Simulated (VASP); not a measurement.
# ScAl7N8 (P3m1) in VASP: a series of runs

The runs below take ScAl7N8 through relaxation of the atoms, single point, with PBE.

Program: VASP 6.6.1. These are calculated values, not measurements. Logs are shortened: lines on timing, memory, paths and dates and some standing lists are left out, and cuts for length are marked.

## (1) The cell of the first run

Symmetry: P3m1, No. 156, trigonal system. The conventional cell has a = 6.371 Å, b = 6.371 Å, c = 5.049 Å, α = 90.00°, β = 90.00°, γ = 120.00°. Within 2.5 Å of Al (site symmetry m) lie 4 N at 1.90 to 1.93 Å. Al (site symmetry m) has 4 N at 1.88 to 1.94 Å within 2.5 Å. Al (site symmetry 3m) has 4 N at 1.93 to 1.94 Å within 2.6 Å. Sc (site symmetry 3m) has 4 N at 2.04 to 2.13 Å within 2.7 Å. Within 2.6 Å of N (site symmetry 3m) lie 3 Al at 1.92 Å and 1 Sc at 2.13 Å. N (site symmetry m) has 3 Al at 1.88 to 1.90 Å and 1 Sc at 2.04 Å within 2.5 Å. Within 2.5 Å of N (site symmetry m) lie 4 Al at 1.92 to 1.93 Å. Within 2.6 Å of N (site symmetry 3m) lie 4 Al at 1.94 Å.

## (2) Relaxation of the atoms, PBE

INCAR reads:

```
  PREC = Accurate
  ENCUT = 520
  EDIFF = 1E-6
  ISMEAR = 0
  SIGMA = 0.01
  LREAL = Auto
  LASPH = T
  NELM = 80
  ALGO = Normal
  ISIF = 2
  LWAVE = F
  LCHARG = F
  GGA = PE
  IBRION = 2
  NSW = 80
  EDIFFG = -0.004
```

KPOINTS reads:

```
Automatic mesh
0
Gamma
  4 4 5
```

POSCAR reads:

```
ScAl7N8
1.0
    6.3706846568      0.0000000000      0.0000000000
   -3.1853423284      5.5171747523      0.0000000000
    0.0000000000      0.0000000000      5.0492676790
Al Sc N
7 1 8
Direct
    0.3364810355      0.1635189645      0.5014529738
    0.1680752110      0.8340376055     -0.0012457333
    0.3364810355      0.6729620710      0.5014529738
    0.6659623945      0.3319247890     -0.0012457333
    0.8270379290      0.1635189645      0.5014529738
    0.6659623945      0.8340376055     -0.0012457333
    0.8333333333      0.6666666667      0.4979836146
    0.1666666667      0.3333333333     -0.0079584274
    0.1666666667      0.3333333333      0.4147266961
    0.3439297908      0.1560702092      0.8769183141
    0.1653546555      0.8326773278      0.3795474317
    0.3439297908      0.6878595817      0.8769183141
    0.6673226722      0.3346453445      0.3795474317
    0.8121404183      0.1560702092      0.8769183141
    0.6673226722      0.8326773278      0.3795474317
    0.8333333333      0.6666666667      0.8812291576
```

Potentials or basis: VASP PAW PBE potentials, release 64 (Al, Sc_sv, N).

Started as:

```bash
$ cat potpaw_PBE.64/Al/POTCAR potpaw_PBE.64/Sc_sv/POTCAR potpaw_PBE.64/N/POTCAR > POTCAR
$ mpirun -np 1 vasp_std > vasp.out
```

OUTCAR:

```text
PREC = Accurate
   ENCUT = 520
   EDIFF = 1E-6
   ISMEAR = 0
   LREAL = Auto
   LASPH = T
   NELM = 80
   ISIF = 2
   GGA = PE
   IBRION = 2
   NSW = 80
   EDIFFG = -0.004

 ion  position               nearest neighbor table
   1  0.336  0.164  0.501-  10 1.90   9 1.92  13 1.93  11 1.93   4 3.10   2 3.10   8 3.11   4 3.12
                             2 3.12   5 3.13   3 3.13   8 3.18   7 3.19   7 3.19   5 3.25   3 3.25
   2  0.168  0.834  0.999-  12 1.88  10 1.88  11 1.92  16 1.94   3 3.10   1 3.10   3 3.12   1 3.12
                             7 3.12   7 3.13   6 3.17   4 3.17   8 3.19   8 3.19   6 3.20   4 3.20
   3  0.336  0.673  0.501-  12 1.90   9 1.92  15 1.93  11 1.93   2 3.10   6 3.10   8 3.11   2 3.12
                             6 3.12   1 3.13   5 3.13   8 3.18   7 3.19   7 3.19   1 3.25   5 3.25
   4  0.666  0.332  0.999-  14 1.88  10 1.88  13 1.92  16 1.94   1 3.10   5 3.10   1 3.12   5 3.12
                             7 3.12   7 3.13   2 3.17   6 3.17   8 3.19   8 3.19   6 3.20   2 3.20
   5  0.827  0.164  0.501-  14 1.90   9 1.92  15 1.93  13 1.93   4 3.10   6 3.10   8 3.11   4 3.12
                             6 3.12   1 3.13   3 3.13   8 3.18   7 3.19   7 3.19   1 3.25   3 3.25
   6  0.666  0.834  0.999-  12 1.88  14 1.88  15 1.92  16 1.94   3 3.10   5 3.10   3 3.12   5 3.12
                             7 3.12   7 3.13   2 3.17   4 3.17   8 3.19   8 3.19   2 3.20   4 3.20
   7  0.833  0.667  0.498-  15 1.93  11 1.93  13 1.93  16 1.94   6 3.12   2 3.12   4 3.12   6 3.13
                             2 3.13   4 3.13   3 3.19   5 3.19   1 3.19   1 3.19   3 3.19   5 3.19
   8  0.167  0.333  0.992-  10 2.04  14 2.04  12 2.04   9 2.13   1 3.11   5 3.11   3 3.11   1 3.18
                             5 3.18   3 3.18   4 3.19   2 3.19   6 3.19   6 3.19   4 3.19   2 3.19
   9  0.167  0.333  0.415-   1 1.92   5 1.92   3 1.92   8 2.13
  10  0.344  0.156  0.877-   4 1.88   2 1.88   1 1.90   8 2.04
  11  0.165  0.833  0.380-   2 1.92   1 1.93   3 1.93   7 1.93
  12  0.344  0.688  0.877-   2 1.88   6 1.88   3 1.90   8 2.04
  13  0.667  0.335  0.380-   4 1.92   1 1.93   5 1.93   7 1.93
  14  0.812  0.156  0.877-   4 1.88   6 1.88   5 1.90   8 2.04
  15  0.667  0.833  0.380-   6 1.92   3 1.93   5 1.93   7 1.93
  16  0.833  0.667  0.881-   7 1.94   6 1.94   2 1.94   4 1.94

  LATTYP: Found a hexagonal cell.
 ALAT       =     6.3706846568
 C/A-ratio  =     0.7925784984

  Lattice vectors:

 A1 = (   6.3706846568,   0.0000000000,   0.0000000000)
 A2 = (  -3.1853423284,   5.5171747523,   0.0000000000)
 A3 = (   0.0000000000,   0.0000000000,   5.0492676790)

Analysis of symmetry for initial positions (statically):
=====================================================================
 Subroutine PRICEL returns:
 Original cell was already a primitive cell.

 Routine SETGRP: Setting up the symmetry group for a
 hexagonal supercell.

 Subroutine GETGRP returns: Found  6 space group operations
 (whereof  2 operations were pure point group operations)
 out of a pool of 24 trial point group operations.

The static configuration has the point symmetry C_1h.
 The point group associated with its full space group is C_3v.

Analysis of symmetry for dynamics (positions and initial velocities):
=====================================================================
 Subroutine PRICEL returns:
 Original cell was already a primitive cell.

 Routine SETGRP: Setting up the symmetry group for a
 hexagonal supercell.

 Subroutine GETGRP returns: Found  6 space group operations
 (whereof  2 operations were pure point group operations)
 out of a pool of 24 trial point group operations.

The dynamic configuration has the point symmetry C_1h.
 The point group associated with its full space group is C_3v.

 Subroutine INISYM returns: Found  6 space group operations
 (whereof  2 operations are pure point group operations),
 and found     1 'primitive' translations

----------------------------------------------------------------------------------------

                                     Primitive cell

  volume of cell :     177.4726

  direct lattice vectors                    reciprocal lattice vectors
     6.370684657  0.000000000  0.000000000     0.156969000  0.090626094  0.000000000
    -3.185342328  5.517174752  0.000000000     0.000000000  0.181252189  0.000000000
     0.000000000  0.000000000  5.049267679     0.000000000  0.000000000  0.198048522

  length of vectors
     6.370684657  6.370684657  5.049267679     0.181252189  0.181252189  0.198048522

  position of ions in fractional coordinates (direct lattice)
     0.336481036  0.163518964  0.501452974
     0.168075211  0.834037606  0.998754267
     0.336481036  0.672962071  0.501452974
     0.665962394  0.331924789  0.998754267
     0.827037929  0.163518964  0.501452974
     0.665962394  0.834037606  0.998754267
[... 8 lines left out ...]
     0.667322672  0.832677328  0.379547432
     0.833333333  0.666666667  0.881229158

  ion indices of the primitive-cell ions
   primitive index   ion index
                 1           1
                 2           2
                 3           3
                 4           4
                 5           5
                 6           6
[... 8 lines left out ...]
                15          15
                16          16

----------------------------------------------------------------------------------------

 KPOINTS: Automatic mesh

Automatic generation of k-mesh.
 Grid dimensions read from file:
 generate k-points for:    4    4    5

 Generating k-lattice:

  Cartesian coordinates                     Fractional coordinates (reciprocal lattice)
     0.039242250  0.022656524  0.000000000     0.250000000  0.000000000  0.000000000
     0.000000000  0.045313047  0.000000000     0.000000000  0.250000000  0.000000000
     0.000000000  0.000000000  0.039609704     0.000000000  0.000000000  0.200000000

  Length of vectors
     0.045313047  0.045313047  0.039609704

  Shift w.r.t. Gamma in fractional coordinates (k-lattice)
     0.000000000  0.000000000  0.000000000

 Subroutine IBZKPT returns following result:
 ===========================================

 Found     14 irreducible k-points:

 Following reciprocal coordinates:
            Coordinates               Weight
  0.000000  0.000000  0.000000      1.000000
  0.250000 -0.000000  0.000000      6.000000
  0.500000 -0.000000  0.000000      3.000000
  0.250000  0.250000  0.000000      6.000000
  0.000000  0.000000  0.200000      2.000000
  0.250000 -0.000000  0.200000      6.000000
  0.000000  0.250000  0.200000      6.000000
  0.500000 -0.000000  0.200000      6.000000
  0.250000  0.250000  0.200000     12.000000
  0.000000  0.000000  0.400000      2.000000
  0.250000 -0.000000  0.400000      6.000000
  0.000000  0.250000  0.400000      6.000000
  0.500000 -0.000000  0.400000      6.000000
  0.250000  0.250000  0.400000     12.000000
   k-points           NKPTS =     14   k-points in BZ     NKDIM =     14   number of bands    NBANDS=     45
   number of dos      NEDOS =    301   number of ions     NIONS =     16
   total plane-waves  NPLWV =  92160
   dimension x,y,z NGX =    48 NGY =   48 NGZ =   40
   dimension x,y,z NGXF=    96 NGYF=   96 NGZF=   80
   ions per type =               7   1   8
   NGX,Y,Z   is equivalent  to a cutoff of  12.53, 12.53, 13.17 a.u.
   NGXF,Y,Z  is equivalent  to a cutoff of  25.05, 25.05, 26.34 a.u.
 SYSTEM =  unknown system
   PREC   = accura    normal or accurate (medium, high low for compatibility)
   ISTART =      0    job   : 0-new  1-cont  2-samecut
   ICHARG =      2    charge: 1-file 2-atom 10-const
   ISPIN  =      1    spin polarized calculation?
   LNONCOLLINEAR =      F non collinear calculations
   LSORBIT =      F    spin-orbit coupling
   LASPH  =      T    aspherical Exc in radial PAW
   ENCUT  =  520.0 eV  38.22 Ry    6.18 a.u.  11.85 11.85  9.39*2*pi/ulx,y,z
   NELM   =     80;   NELMIN=  2; NELMDL= -5     # of ELM steps
   EDIFF  = 0.1E-05   stopping-criterion for ELM
   LREAL  =      T    real-space projection
   EDIFFG = -.4E-02   stopping-criterion for IOM
   NSW    =     80    number of steps for IOM
   IBRION =      2    ionic relax: 0-MD 1-quasi-New 2-CG
   NFREE  =      1    steps in history (QN), initial steepest desc. (CG)
   ISIF   =      2    stress and relaxation
   ISYM   =      2    0-nonsym 1-usesym 2-fastsym
   POTIM  = 0.5000    time-step for ionic-motion
   TEBEG  =    0.0;   TEEND  =   0.0 temperature during run
   PSTRESS=    0.0 pullay stress
   NELECT =      72.0000    total number of electrons
   NUPDOWN=      -1.0000    fix difference up-down
   EMIN   =  10.00;   EMAX   =-10.00  energy-range for DOS
   EFERMI =   0.00;   METHOD = LEGACY
   ISMEAR =     0;   SIGMA  =   0.01  broadening in eV -4-tet -1-fermi 0-gaus
   EFERMI_NEDOS =   21; number of points for ismear=-14 and -15
   IALGO  =     38    algorithm
   IMIX   =      4    mixing-type and parameters
     AMIX     =   0.40;   BMIX     =  1.00
     AMIX_MAG =   1.60;   BMIX_MAG =  1.00
  volume/ion in A,a.u.               =      11.09        74.85
  Fermi-wavevector in a.u.,A,eV,Ry     =   1.211924  2.290204 19.983677  1.468759
  Thomas-Fermi vector in A             =   2.347424
   LORBIT       =      0    0 simple, 1 ext, 2 COOP (PROOUT), +10 PAW based schemes
   GGA     = PE    functional components
   LHFCALC =     F    Hartree Fock is set to
   AEXX    =    0.0000 exact exchange contribution
   IVDW    =     0    specifies the selected vdW correction
   LEPSILON=     F    determine dielectric tensor
   LRPA    =     F    only Hartree local field effects (RPA)
 conjugate gradient relaxation of ions
 non-spin polarized calculation
 Gauss-broadening in eV      SIGMA  =   0.01
  energy-cutoff  :      520.00
  volume of cell :      177.47
 maximum number of plane-waves:      4795
 NGX is ok and might be reduce to    48
   NGX = 23   NGY = 23   NGZ = 19

--------------------------------------- Ionic step        1  -------------------------------------------

 number of electron      72.0000009 magnetization

 Free energy of the ion-electron system (eV)
  ---------------------------------------------------
  ext. energy  EPLUGINS =         0.00000000
  ---------------------------------------------------
  free energy    TOTEN  =      -121.53172891 eV

  energy without entropy =     -121.53172891  energy(sigma->0) =     -121.53172891

------------------------ aborting loop because EDIFF is reached ----------------------------------------

  FORCE on cell =-STRESS in cart. coord.  units (eV):
  Direction    XX          YY          ZZ          XY          YZ          ZX
  --------------------------------------------------------------------------------------
  -------------------------------------------------------------------------------------
  Total       -0.1185569     -0.1185569     -0.0412276      0.0000000      0.0000000      0.0000000
  in kB       -1.0703016     -1.0703016     -0.3721921      0.0000000      0.0000000      0.0000000
  external PRESSURE =      -0.8375985 kB  Pullay stress =       0.0000000 kB

 VOLUME and BASIS-vectors are now :
 -----------------------------------------------------------------------------
  energy-cutoff  :      520.00
  volume of cell :      177.47
      direct lattice vectors                 reciprocal lattice vectors
     6.370684657  0.000000000  0.000000000     0.156969000  0.090626094  0.000000000
    -3.185342328  5.517174752  0.000000000     0.000000000  0.181252189  0.000000000
     0.000000000  0.000000000  5.049267679     0.000000000  0.000000000  0.198048522
[... 258 lines left out ...]
      1.58595      4.60152      5.04298        -0.000870      0.000502     -0.000869
[... 8 lines left out ...]
      1.59905      4.59396      1.91618        -0.000032      0.000019     -0.001377
      3.18534      3.67812      4.44976         0.000000     -0.000000     -0.001143
 -----------------------------------------------------------------------------------
    total drift:                                0.000003     -0.000002     -0.011545

  FREE ENERGIE OF THE ION-ELECTRON SYSTEM (eV)
  ---------------------------------------------------
  free  energy   TOTEN  =      -121.5320741431 eV

  energy  without entropy=     -121.5320741431  energy(sigma->0) =     -121.53207414

--------------------------------------- Ionic step        7  -------------------------------------------

 number of electron      72.0000008 magnetization

 Free energy of the ion-electron system (eV)
  ---------------------------------------------------
  ext. energy  EPLUGINS =         0.00000000
  ---------------------------------------------------
  free energy    TOTEN  =      -121.53207413 eV

  energy without entropy =     -121.53207413  energy(sigma->0) =     -121.53207413

 E-fermi :   5.4641     XC(G=0): -10.7827

 val. band max:        5.3872435869   @ k =   0.0000   0.0000   0.0000
 cond. band min:       9.2700307751   @ k =   0.0000   0.0000   0.0000
 fundamental gap:      3.8827871883
 Fermi energy:         5.4640752159

 k-point     1 :       0.0000    0.0000    0.0000
  band No.  band energies     occupation
      1     -41.4003      2.00000
      2     -20.2001      2.00000
      3     -20.2001      2.00000
      4     -20.1688      2.00000
      5      -9.2562      2.00000
      6      -7.5344      2.00000
[... 686 lines left out ...]
     -1.58596      4.60152      5.04299         0.001145      0.000661     -0.001399
      0.00000      3.71351      2.53207        -0.000000     -0.003420     -0.001891
      3.18534      1.83131      5.04299        -0.000000     -0.001322     -0.001399
      4.74736      0.90183      2.53207         0.002962      0.001710     -0.001891
      1.58596      4.60152      5.04299        -0.001145      0.000661     -0.001399
[... 8 lines left out ...]
      1.59907      4.59395      1.91615        -0.000376      0.000217     -0.001037
      3.18534      3.67812      4.44977        -0.000000      0.000000     -0.001508
 -----------------------------------------------------------------------------------
    total drift:                                0.000003     -0.000002     -0.009508

  FREE ENERGIE OF THE ION-ELECTRON SYSTEM (eV)
  ---------------------------------------------------
  free  energy   TOTEN  =      -121.5320741281 eV

  energy  without entropy=     -121.5320741281  energy(sigma->0) =     -121.53207413

 reached required accuracy - stopping structural energy minimisation
```

Run time: 8.4 min. Hardware: 1 thread of Intel Xeon Platinum 8259CL at 2.50GHz (Skylake/Cascade Lake), shared host; peak memory 0.34 GiB.

Results:

| Item | Value |
| --- | --- |
| Free energy | -121.5321 eV |
| Energy gained by relaxing | 0.0 meV/atom |
| Ionic steps | 7 |
| Pressure after relaxing | -0.1 GPa |
| Largest force after relaxing | 0.004 eV/Å |
| Band gap on the k mesh | 3.88 eV |

Forces in eV/Å, atoms in the order of the input:
```
Al  -0.003  0.002 -0.002
Al   0.001  0.001 -0.001
Al   0.000 -0.003 -0.002
Al   0.000 -0.001 -0.001
Al   0.003  0.002 -0.002
Al  -0.001  0.001 -0.001
Al   0.000  0.000  0.001
Sc   0.000  0.000  0.002
N    0.000  0.000  0.003
N    0.002 -0.001  0.003
N    0.000  0.000 -0.001
N    0.000  0.002  0.003
N    0.000  0.000 -0.001
N   -0.002 -0.001  0.003
N    0.000  0.000 -0.001
N    0.000  0.000 -0.002
```

Stress tensor (GPa, compression positive):
```
-0.13  0.00  0.00
 0.00 -0.13  0.00
 0.00  0.00 -0.04
```

The path:
```csv
step,energy change (eV),largest force (eV/Å),pressure (GPa)
1,0.0000,0.0668,-0.08
2,-0.0003,0.0199,-0.10
3,-0.0003,0.0219,-0.10
4,-0.0003,0.0228,-0.10
5,-0.0003,0.0054,-0.10
6,-0.0003,0.0054,-0.10
7,-0.0003,0.0039,-0.10
```

Final structure:
```
Al Sc N
1.0
     6.37068    0.00000    0.00000
    -3.18534    5.51717    0.00000
     0.00000    0.00000    5.04927
Al Sc N
7 1 8
Direct
  0.33654 0.16346 0.50147
  0.16807 0.83404 0.99876
  0.33654 0.67308 0.50147
  0.66596 0.33193 0.99876
  0.82692 0.16346 0.50147
  0.66596 0.83404 0.99876
  0.83333 0.66667 0.49800
  0.16667 0.33333 0.99203
  0.16667 0.33333 0.41536
  0.34416 0.15584 0.87673
  0.16533 0.83266 0.37949
  0.34416 0.68831 0.87673
  0.66734 0.33467 0.37949
  0.81169 0.15584 0.87673
  0.66734 0.83266 0.37949
  0.83333 0.66667 0.88127
```

Levels at points of the mesh, in eV from the valence-band top:
| k point | band 33 | band 34 | band 35 | band 36 | band 37 | band 38 | band 39 | band 40 |
| --- | --- | --- | --- | --- | --- | --- | --- | --- |
| (0.00, 0.00, 0.00) | -0.39 | -0.30 | -0.30 | 0.00 | 3.88 | 4.53 | 4.53 | 4.85 |
| (0.50, 0.00, 0.00) | -0.49 | -0.29 | -0.14 | -0.14 | 4.50 | 4.78 | 5.15 | 5.41 |

Caveat: an odd mesh through Γ misses points on the zone boundary, where band edges can lie.

[end of part 1 of 2]
